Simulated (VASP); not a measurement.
Write the native input for VASP 6.6.1 that does the following.

* Task: single point
* Functional: LDA
* Potentials or basis: VASP PAW LDA potentials, release 64 (Os)
* Cutoff: 520 eV
* k mesh: 13 × 13 × 13
* Occupations: fermi-dirac, width 0.05 eV
* Spin: no spin polarisation
* Dipole correction: no
* Further INCAR settings: ALGO = Normal; EDIFF = 1e-06; NBANDS = 15

The structure of Os lies in POSCAR:

```
Os
1.0
    0.0000000000      2.4057656118      2.4057656118
    2.4057656118      0.0000000000      2.4057656118
    2.4057656118      2.4057656118      0.0000000000
Os
2
Direct
   -0.1250000000     -0.1250000000     -0.1250000000
    0.1250000000      0.1250000000      0.1250000000
```

This cell differs from its parent crystal: volume scaled by 0.68.

One way to write it, as run:

INCAR

```
SYSTEM = Os
ALGO = Normal
EDIFF = 1E-6
ENCUT = 520
ISIF = 2
ISMEAR = -1
LASPH = .True.
LCHARG = .True.
LELF = .True.
LREAL = .False.
LVHAR = .True.
LWAVE = .False.
NBANDS = 15
NELM = 100
PREC = Accurate
SIGMA = 0.05
```

KPOINTS

```
k-points
0
Gamma
  13 13 13
  0 0 0
```

Potentials or basis: VASP PAW LDA potentials, release 64 (Os).

Launch:

```bash
$ cat potpaw_LDA.64/Os/POTCAR > POTCAR
$ mpirun -np 1 vasp_std > vasp.out
```

It gave:

```json
{"Pressure": "193.8 GPa", "Band gap on the k mesh": "zero (band 8 reaches 10.82 eV, above the bottom of band 9 at 8.87 eV)"}
```

Caveat: spin-orbit coupling is left out, which moves the levels of the heavy elements.

It took 17 s on 1 thread of Intel(R) Xeon(R) Platinum 8488C (Sapphire Rapids), with other jobs on the host, peak memory 0.16 GiB.
